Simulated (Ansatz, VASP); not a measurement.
Ta: VASP beside Ansatz

File INCAR:

```
SYSTEM = Ta
PREC     = Accurate       ! precision mode
ENCUT    = 520            ! plane-wave cutoff, eV
EDIFF    = 1E-6           ! SCF threshold, eV
ISMEAR   = 1              ! smearing method
SIGMA    = 0.1            ! smearing width, eV
LREAL    = .False.        ! projectors in reciprocal space
LASPH    = .True.         ! aspherical terms in the spheres
NELM     = 80             ! most SCF steps
ALGO     = Normal         ! electronic algorithm
ISIF     = 2              ! what is computed and relaxed
LWAVE    = .False.        ! write WAVECAR
LCHARG   = .True.         ! write CHGCAR
LELF     = .True.         ! ELF
LVHAR    = .True.       
NBANDS   = 12             ! bands
```

Contents of KPOINTS:

```
regular mesh
0
Gamma
  14 14 14
  0 0 0
```

Contents of POSCAR:

```
Ta
1.0
   -1.6276710318      1.6276710318      1.6276710318
    1.6276710318     -1.6276710318      1.6276710318
    1.6276710318      1.6276710318     -1.6276710318
Ta
1
Direct
    0.0000000000      0.0000000000      0.0000000000
```

Input for Ansatz:

```yaml
crystal:
  lattice:
    - [-1.6276710318, 1.6276710318, 1.6276710318]
    - [1.6276710318, -1.6276710318, 1.6276710318]
    - [1.6276710318, 1.6276710318, -1.6276710318]
  atoms:
    - { symbol: Ta, position: [0.0, 0.0, 0.0] }
hamiltonian:
  xc: lda
  pseudopotentials:
    kind: paw
    azcp:
      Ta: "pseudopotentials/Ta.paw.azcp"
basis:
  ecutwfc: 420
  fft_grid_basis: typed
kpoints:
  mp_grid: { grid: [14, 14, 14], shift: [0, 0, 0] }
magnetization:
  spin_polarized: false
scf:
  occupations: { method: methfessel_paxton, width: 0.1 }
  lower_state_search: "off"
output:
  stress: true
```

Alike in both runs: task single point; functional LDA; k mesh 14 × 14 × 14; occupations methfessel-paxton of order 1, width 0.1 eV; no spin polarisation.

```csv
,VASP,Ansatz
version,VASP 6.6.1,Ansatz 0.2.0
potentials or method,"VASP PAW LDA potentials, release 64 (Ta_pv), cutoff 520 eV","plane waves (420 eV) with PAW, scalar-relativistic"
valence electrons in the cell,11,13
```

|  | VASP | Ansatz | Ansatz less VASP |
| --- | --- | --- | --- |
| pressure (GPa) | 0.9 | 0.1 | -0.89 |

Ansatz warns that its potentials were made for another functional, while VASP's fit it. LDA's correlation is that of Perdew and Zunger in VASP and of Perdew and Wang (1992) in Ansatz. VASP's potentials hold 11 valence electrons a cell and Ansatz's 13, so a difference there can come from the potentials and not from the codes.

Neither program's run includes spin-orbit coupling.
